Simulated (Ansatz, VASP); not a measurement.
**One calculation of Mg2Sn, two programs**

Contents of INCAR:

```
SYSTEM = Mg2Sn
ALGO = Normal ; EDIFF = 1E-8
ENCUT = 520 ; GGA_COMPAT = .FALSE.
ISIF = 2 ; ISMEAR = -1
LASPH = .TRUE. ; LCHARG = .FALSE.
LEFG = .TRUE. ; LREAL = .FALSE.
LWAVE = .FALSE. ; NBANDS = 16
NELM = 120 ; PREC = Accurate
SIGMA = 0.08
```

The input KPOINTS:

```
k-points
0
G
  11 11 11
  0 0 0
```

The input POSCAR:

```
Mg2Sn
1.0
    0.0000000000      3.4239722052      3.4239722052
    3.4239722052      0.0000000000      3.4239722052
    3.4239722052      3.4239722052      0.0000000000
Mg Sn
2 1
Direct
    0.2500000000      0.2500000000      0.2500000000
    0.7500000000      0.7500000000      0.7500000000
    0.0000000000      0.0000000000      0.0000000000
```

Input for Ansatz:

```yaml
crystal:
  lattice:
    - [0.0, 3.4239722052, 3.4239722052]
    - [3.4239722052, 0.0, 3.4239722052]
    - [3.4239722052, 3.4239722052, 0.0]
  atoms:
    - { symbol: Mg, position: [0.25, 0.25, 0.25] }
    - { symbol: Mg, position: [0.75, 0.75, 0.75] }
    - { symbol: Sn, position: [0.0, 0.0, 0.0] }
kpoints:
  mp_grid: { grid: [11, 11, 11] }
scf:
  occupations: { method: fermi_dirac, width: 0.08 }
hamiltonian:
  xc: lda
  pseudopotentials: { kind: paw }
output:
  forces: true
  stress: true
  eigenvalues: true
  efg: { contact_densities: true }
```

Change from the starting cell: volume scaled by 1.04, PAW files.

Alike in both runs: task electric field gradients; functional LDA; k mesh 11 × 11 × 11; occupations fermi-dirac, width 0.08 eV; no spin polarisation.

|  | VASP | Ansatz |
| --- | --- | --- |
| version | VASP 6.6.1 | Ansatz 0.2.0 |
| potentials or method | VASP PAW LDA potentials, release 64 (Mg, Sn_d) | PAW with Ansatz's default frozen-core files, scalar-relativistic |
| plane-wave cutoff (eV) | 520 | 420 |
| valence electrons in the cell | 18 | 34 |

```csv
,VASP,Ansatz,Ansatz less VASP
pressure (GPa),-3.5,-3.2,+0.26
```

LDA's correlation is that of Perdew and Zunger in VASP and of Perdew and Wang (1992) in Ansatz. VASP's potentials hold 18 valence electrons a cell and Ansatz's 34, so a difference there can come from the potentials and not from the codes.
